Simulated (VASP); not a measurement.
# GaS3 (P4/mmm) in VASP: notebook

The runs below take GaS3 through single point, relaxation of cell and atoms, with PBE.

Everything below comes from runs of VASP 6.6.1. Logs are shortened: lines on timing, memory, paths and dates and some standing lists are left out, and cuts for length are marked.

## Step 1: The cell of the first run

Symmetry: P4/mmm, No. 123, tetragonal system. The conventional cell has a = 4.272 Å, b = 4.272 Å, c = 4.228 Å, α = 90.00°, β = 90.00°, γ = 90.00°. Ga (site symmetry 4/mmm) has 12 S at 3.01 to 3.02 Å within 4.0 Å. S (site symmetry mmm) has 4 Ga at 3.01 Å and 8 S at 3.01 to 3.02 Å within 4.0 Å. Within 4.0 Å of S (site symmetry 4/mmm) lie 8 S at 3.01 Å and 4 Ga at 3.02 Å.

## Step 2: Single point, PBE

INCAR

```
  PREC = Accurate
  ENCUT = 520
  EDIFF = 1E-6
  ISMEAR = 0
  SIGMA = 0.1
  LREAL = F
  LASPH = T
  NELM = 60
  ALGO = Normal
  ISIF = 2
  LWAVE = F
  LCHARG = F
  GGA = PE
  NBANDS = 24
```

KPOINTS

```
regular mesh
0
Gamma
  4 4 4
```

POSCAR

```
GaS3
1.0
    4.2718853251      0.0000000000      0.0000000000
    0.0000000000      4.2718853251      0.0000000000
    0.0000000000      0.0000000000      4.2279763063
Ga S
1 3
Direct
    0.0000000000      0.0000000000      0.0000000000
    0.0000000000      0.5000000000      0.5000000000
    0.5000000000      0.0000000000      0.5000000000
    0.5000000000      0.5000000000      0.0000000000
```

Potentials or basis: VASP PAW PBE potentials, release 64 (Ga_d, S).

Run with:

```bash
> cat potpaw_PBE.64/Ga_d/POTCAR potpaw_PBE.64/S/POTCAR > POTCAR
> mpirun -np 1 vasp_std > vasp.out
```

OUTCAR:

```text
PREC = Accurate
   ENCUT = 520
   EDIFF = 1E-6
   ISMEAR = 0
   LREAL = F
   LASPH = T
   NELM = 60
   ISIF = 2
   GGA = PE

 ion  position               nearest neighbor table
   1  0.000  0.000  0.000-
   2  0.000  0.500  0.500-
   3  0.500  0.000  0.500-
   4  0.500  0.500  0.000-

  LATTYP: Found a simple tetragonal cell.
 ALAT       =     4.2718853251
 C/A-ratio  =     0.9897213957

  Lattice vectors:

 A1 = (   4.2718853251,   0.0000000000,   0.0000000000)
 A2 = (   0.0000000000,   4.2718853251,   0.0000000000)
 A3 = (   0.0000000000,   0.0000000000,   4.2279763063)

Analysis of symmetry for initial positions (statically):
=====================================================================
 Subroutine PRICEL returns:
 Original cell was already a primitive cell.

 Routine SETGRP: Setting up the symmetry group for a
 simple tetragonal supercell.

 Subroutine GETGRP returns: Found 16 space group operations
 (whereof 16 operations were pure point group operations)
 out of a pool of 16 trial point group operations.

The static configuration has the point symmetry D_4h.

Analysis of symmetry for dynamics (positions and initial velocities):
=====================================================================
 Subroutine PRICEL returns:
 Original cell was already a primitive cell.

 Routine SETGRP: Setting up the symmetry group for a
 simple tetragonal supercell.

 Subroutine GETGRP returns: Found 16 space group operations
 (whereof 16 operations were pure point group operations)
 out of a pool of 16 trial point group operations.

The dynamic configuration has the point symmetry D_4h.

 Subroutine INISYM returns: Found 16 space group operations
 (whereof 16 operations are pure point group operations),
 and found     1 'primitive' translations

----------------------------------------------------------------------------------------

                                     Primitive cell

  volume of cell :      77.1564

  direct lattice vectors                    reciprocal lattice vectors
     4.271885325  0.000000000  0.000000000     0.234088681  0.000000000  0.000000000
     0.000000000  4.271885325  0.000000000     0.000000000  0.234088681  0.000000000
     0.000000000  0.000000000  4.227976306     0.000000000  0.000000000  0.236519774

  length of vectors
     4.271885325  4.271885325  4.227976306     0.234088681  0.234088681  0.236519774

  position of ions in fractional coordinates (direct lattice)
     0.000000000  0.000000000  0.000000000
     0.000000000  0.500000000  0.500000000
     0.500000000  0.000000000  0.500000000
     0.500000000  0.500000000  0.000000000

  ion indices of the primitive-cell ions
   primitive index   ion index
                 1           1
                 2           2
                 3           3
                 4           4

----------------------------------------------------------------------------------------

 KPOINTS: regular mesh

Automatic generation of k-mesh.
 Grid dimensions read from file:
 generate k-points for:    4    4    4

 Generating k-lattice:

  Cartesian coordinates                     Fractional coordinates (reciprocal lattice)
     0.058522170  0.000000000  0.000000000     0.250000000  0.000000000  0.000000000
     0.000000000  0.058522170  0.000000000     0.000000000  0.250000000  0.000000000
     0.000000000  0.000000000  0.059129943     0.000000000  0.000000000  0.250000000

  Length of vectors
     0.058522170  0.058522170  0.059129943

  Shift w.r.t. Gamma in fractional coordinates (k-lattice)
     0.000000000  0.000000000  0.000000000

 Subroutine IBZKPT returns following result:
 ===========================================

 Found     18 irreducible k-points:

 Following reciprocal coordinates:
            Coordinates               Weight
  0.000000  0.000000  0.000000      1.000000
  0.250000  0.000000  0.000000      4.000000
  0.500000  0.000000  0.000000      2.000000
  0.250000  0.250000  0.000000      4.000000
  0.500000  0.250000  0.000000      4.000000
  0.500000  0.500000  0.000000      1.000000
[... 10 lines left out ...]
  0.500000  0.250000  0.500000      4.000000
  0.500000  0.500000  0.500000      1.000000
   k-points           NKPTS =     18   k-points in BZ     NKDIM =     18   number of bands    NBANDS=     24
   number of dos      NEDOS =    301   number of ions     NIONS =      4
   total plane-waves  NPLWV =  32768
   dimension x,y,z NGX =    32 NGY =   32 NGZ =   32
   dimension x,y,z NGXF=    64 NGYF=   64 NGZF=   64
   ions per type =               1   3
   NGX,Y,Z   is equivalent  to a cutoff of  12.45, 12.45, 12.58 a.u.
   NGXF,Y,Z  is equivalent  to a cutoff of  24.91, 24.91, 25.17 a.u.
 SYSTEM =  unknown system
   PREC   = accura    normal or accurate (medium, high low for compatibility)
   ISTART =      0    job   : 0-new  1-cont  2-samecut
   ICHARG =      2    charge: 1-file 2-atom 10-const
   ISPIN  =      1    spin polarized calculation?
   LNONCOLLINEAR =      F non collinear calculations
   LSORBIT =      F    spin-orbit coupling
   LASPH  =      T    aspherical Exc in radial PAW
   ENCUT  =  520.0 eV  38.22 Ry    6.18 a.u.   7.94  7.94  7.86*2*pi/ulx,y,z
   NELM   =     60;   NELMIN=  2; NELMDL= -5     # of ELM steps
   EDIFF  = 0.1E-05   stopping-criterion for ELM
   LREAL  =      F    real-space projection
   EDIFFG = 0.1E-04   stopping-criterion for IOM
   NSW    =      0    number of steps for IOM
   IBRION =     -1    ionic relax: 0-MD 1-quasi-New 2-CG
   NFREE  =      0    steps in history (QN), initial steepest desc. (CG)
   ISIF   =      2    stress and relaxation
   ISYM   =      2    0-nonsym 1-usesym 2-fastsym
   POTIM  = 0.5000    time-step for ionic-motion
   TEBEG  =    0.0;   TEEND  =   0.0 temperature during run
   PSTRESS=    0.0 pullay stress
   NELECT =      31.0000    total number of electrons
   NUPDOWN=      -1.0000    fix difference up-down
   EMIN   =  10.00;   EMAX   =-10.00  energy-range for DOS
   EFERMI =   0.00;   METHOD = LEGACY
   ISMEAR =     0;   SIGMA  =   0.10  broadening in eV -4-tet -1-fermi 0-gaus
   EFERMI_NEDOS =   21; number of points for ismear=-14 and -15
   IALGO  =     38    algorithm
   IMIX   =      4    mixing-type and parameters
     AMIX     =   0.40;   BMIX     =  1.00
     AMIX_MAG =   1.60;   BMIX_MAG =  1.00
  volume/ion in A,a.u.               =      19.29       130.17
  Fermi-wavevector in a.u.,A,eV,Ry     =   1.208013  2.282813 19.854909  1.459295
  Thomas-Fermi vector in A             =   2.343633
   LORBIT       =      0    0 simple, 1 ext, 2 COOP (PROOUT), +10 PAW based schemes
   GGA     = PE    functional components
   LHFCALC =     F    Hartree Fock is set to
   AEXX    =    0.0000 exact exchange contribution
   IVDW    =     0    specifies the selected vdW correction
   LEPSILON=     F    determine dielectric tensor
   LRPA    =     F    only Hartree local field effects (RPA)
 non-spin polarized calculation
 Gauss-broadening in eV      SIGMA  =   0.10
  energy-cutoff  :      520.00
  volume of cell :       77.16
 maximum number of plane-waves:      2103
 NGX is ok and might be reduce to    32
   NGX = 15   NGY = 15   NGZ = 15

 number of electron      31.0000000 magnetization

 Free energy of the ion-electron system (eV)
  ---------------------------------------------------
  ext. energy  EPLUGINS =         0.00000000
  ---------------------------------------------------
  free energy    TOTEN  =       -12.03355444 eV

  energy without entropy =      -12.00916332  energy(sigma->0) =      -12.02135888

 E-fermi :   5.0223     XC(G=0): -10.3675

 val. band max:        4.9946235857   @ k =   0.2500   0.0000   0.0000
 cond. band min:       5.0243433325   @ k =   0.5000   0.2500   0.5000
 fundamental gap:      0.0297197468
 Fermi energy:         5.0223150459

 k-point     1 :       0.0000    0.0000    0.0000
  band No.  band energies     occupation
      1      -9.6199      2.00000
      2      -9.4379      2.00000
      3      -9.4333      2.00000
      4      -9.4100      2.00000
      5      -9.4079      2.00000
      6      -9.4079      2.00000
[... 16 lines left out ...]
     23      11.8817      0.00000
     24      11.8999      0.00000

 k-point     2 :       0.2500    0.0000    0.0000
  band No.  band energies     occupation
      1      -9.4339      2.00000
      2      -9.4270      2.00000
      3      -9.4142      2.00000
      4      -9.4122      2.00000
      5      -9.4076      2.00000
      6      -9.2680      2.00000
[... 16 lines left out ...]
     23      12.3268      0.00000
     24      12.5898      0.00000

 k-point     3 :       0.5000    0.0000    0.0000
  band No.  band energies     occupation
      1      -9.4279      2.00000
      2      -9.4203      2.00000
      3      -9.4184      2.00000
      4      -9.4164      2.00000
      5      -9.4074      2.00000
      6      -8.5974      2.00000
[... 16 lines left out ...]
     23      14.0629      0.00000
     24      14.5112      0.00000

 k-point     4 :       0.2500    0.2500    0.0000
  band No.  band energies     occupation
      1      -9.4398      2.00000
      2      -9.4224      2.00000
      3      -9.4220      2.00000
      4      -9.4120      2.00000
      5      -9.4116      2.00000
      6      -8.9160      2.00000
[... 16 lines left out ...]
     23      13.7275      0.00000
     24      14.1407      0.00000

 k-point     5 :       0.5000    0.2500    0.0000
  band No.  band energies     occupation
      1      -9.4506      2.00000
      2      -9.4175      2.00000
      3      -9.4159      2.00000
      4      -9.4140      2.00000
      5      -9.4114      2.00000
      6      -8.2469      2.00000
[... 16 lines left out ...]
     23      14.7166      0.00000
     24      14.9908      0.00000

 k-point     6 :       0.5000    0.5000    0.0000
  band No.  band energies     occupation
      1      -9.4733      2.00000
      2      -9.4154      2.00000
      3      -9.4154      2.00000
      4      -9.4135      2.00000
      5      -9.4020      2.00000
      6      -7.3841      2.00000
[... 16 lines left out ...]
     23      14.3663      0.00000
     24      15.2365      0.00000
[... 217 lines left out ...]
 k-point    15 :       0.5000    0.0000    0.5000
  band No.  band energies     occupation
      1      -9.4740      2.00000
      2      -9.4173      2.00000
      3      -9.4160      2.00000
      4      -9.4157      2.00000
      5      -9.3987      2.00000
      6      -7.3853      2.00000
[... 16 lines left out ...]
     23      14.5141      0.00000
     24      15.3759      0.00000

 k-point    16 :       0.2500    0.2500    0.5000
  band No.  band energies     occupation
      1      -9.4523      2.00000
      2      -9.4385      2.00000
      3      -9.4297      2.00000
      4      -9.4124      2.00000
      5      -9.4038      2.00000
      6      -7.9090      2.00000
[... 16 lines left out ...]
     23      14.7258      0.00000
     24      15.3868      0.00000

 k-point    17 :       0.5000    0.2500    0.5000
  band No.  band energies     occupation
      1      -9.4694      2.00000
      2      -9.4415      2.00000
      3      -9.4415      2.00000
      4      -9.4080      2.00000
      5      -9.3981      2.00000
      6      -7.2355      2.00000
[... 16 lines left out ...]
     23      14.6918      0.00000
     24      15.4084      0.00000

 k-point    18 :       0.5000    0.5000    0.5000
  band No.  band energies     occupation
      1      -9.4650      2.00000
      2      -9.4650      2.00000
      3      -9.4639      2.00000
      4      -9.4010      2.00000
      5      -9.3970      2.00000
      6      -7.0751      2.00000
[... 16 lines left out ...]
     23      14.0818      0.00000
     24      14.1486      0.00000

------------------------ aborting loop because EDIFF is reached ----------------------------------------

  FORCE on cell =-STRESS in cart. coord.  units (eV):
  Direction    XX          YY          ZZ          XY          YZ          ZX
  --------------------------------------------------------------------------------------
  -------------------------------------------------------------------------------------
  Total       -2.2833761     -2.2833761     -2.9550900      0.0000000      0.0000000      0.0000000
  in kB      -47.4150614    -47.4150614    -61.3634225      0.0000000      0.0000000      0.0000000
  external PRESSURE =     -52.0645151 kB  Pullay stress =       0.0000000 kB

 VOLUME and BASIS-vectors are now :
 -----------------------------------------------------------------------------
  energy-cutoff  :      520.00
  volume of cell :       77.16
      direct lattice vectors                 reciprocal lattice vectors
     4.271885325  0.000000000  0.000000000     0.234088681  0.000000000  0.000000000
     0.000000000  4.271885325  0.000000000     0.000000000  0.234088681  0.000000000
     0.000000000  0.000000000  4.227976306     0.000000000  0.000000000  0.236519774

 POSITION                                       TOTAL-FORCE (eV/Angst)
 -----------------------------------------------------------------------------------
      0.00000      0.00000      0.00000         0.000000      0.000000      0.000000
      0.00000      2.13594      2.11399         0.000000      0.000000      0.000000
      2.13594      0.00000      2.11399         0.000000      0.000000      0.000000
      2.13594      2.13594      0.00000         0.000000      0.000000      0.000000
 -----------------------------------------------------------------------------------
    total drift:                                0.000000     -0.000000     -0.000000

  FREE ENERGIE OF THE ION-ELECTRON SYSTEM (eV)
  ---------------------------------------------------
  free  energy   TOTEN  =       -12.0335544388 eV

  energy  without entropy=      -12.0091633171  energy(sigma->0) =      -12.02135888
```

Run time: 42 s. Hardware: 1 thread of Intel Xeon 8259CL, shared host; peak memory 0.19 GiB.

Results:

```yaml
Free_energy: -12.0336 eV
Pressure: -5.2 GPa
Band_gap_on_the_k_mesh: zero (an odd number of electrons rules out a gap without spin polarisation)
```

Caveat: the k points lie up to 0.37 Å⁻¹ apart, too coarse for converged energies and pressures of a metal.

## Step 3: Relaxation of cell and atoms, PBE

INCAR

```
SYSTEM = GaS3
PREC = Accurate
ENCUT = 600
EDIFF = 1E-6
ISMEAR = 0
SIGMA = 0.1
LREAL = .False.
LASPH = .True.
NELM = 80
ALGO = Normal
ISIF = 3
LWAVE = .False.
LCHARG = .False.
GGA = PE
IBRION = 2
NSW = 90
EDIFFG = -0.04
```

KPOINTS

```
Automatic mesh
0
Gamma
  4 4 4
  0 0 0
```

POSCAR is that of step 2.

Potentials or basis: VASP PAW PBE potentials, release 64 (Ga_d, S).

Run with:

```bash
> cat potpaw_PBE.64/Ga_d/POTCAR potpaw_PBE.64/S/POTCAR > POTCAR
> mpirun -np 1 vasp_std > vasp.out
```

Run time: 21 min. Hardware: 1 thread of Intel Xeon 8259CL, shared host; peak memory 0.24 GiB.

It converged, with:

```yaml
Free_energy: -13.2551 eV
Relaxed_volume: 16.66 Å³/atom
Relaxed_cell: a = 4.974 Å, b = 4.974 Å, c = 2.693 Å, α = 90.00°, β = 90.00°, γ = 90.00°
Space_group_after_relaxing_to_0.1_Å: P4/mmm (No. 123)
Pressure_after_relaxing: 0.2 GPa
Band_gap_on_the_k_mesh: zero (an odd number of electrons rules out a gap without spin polarisation)
```

Final structure:
```yaml
crystal:
  lattice:
    - [4.97394, 0.00000, 0.00000]
    - [0.00000, 4.97394, 0.00000]
    - [0.00000, 0.00000, 2.69325]
  atoms:
    - { symbol: Ga, position: [0.00000, 0.00000, 0.00000] }
    - { symbol: S, position: [0.00000, 0.50000, 0.50000] }
    - { symbol: S, position: [0.50000, 0.00000, 0.50000] }
    - { symbol: S, position: [0.50000, 0.50000, 0.00000] }
```

Levels at points of the mesh, in eV from the Fermi level:
| k point | band 14 | band 15 | band 16 | band 17 | band 18 | band 19 |
| --- | --- | --- | --- | --- | --- | --- |
| (0.00, 0.00, 0.00) | 1.13 | 2.64 | 2.64 | 2.70 | 3.71 | 3.88 |
| (0.50, 0.00, 0.00) | 0.68 | 1.56 | 2.35 | 2.67 | 3.42 | 3.51 |
| (0.50, 0.50, 0.00) | -1.89 | 1.61 | 2.29 | 2.43 | 2.54 | 2.54 |
| (0.00, 0.00, 0.50) | -2.25 | -2.25 | -0.66 | -0.66 | 0.04 | 0.84 |
| (0.50, 0.00, 0.50) | -1.95 | -1.75 | -0.91 | 0.36 | 0.46 | 2.37 |
| (0.50, 0.50, 0.50) | -0.30 | -0.10 | 0.37 | 0.37 | 0.96 | 4.42 |

Caveat: the k points lie up to 0.58 Å⁻¹ apart in the final cell, too coarse for converged energies and pressures of a metal; a cell axis changed by over 15 % at a fixed basis, so the end point is rough.

The gap in the log of VASP goes by the Fermi energy; the results here count the filled bands.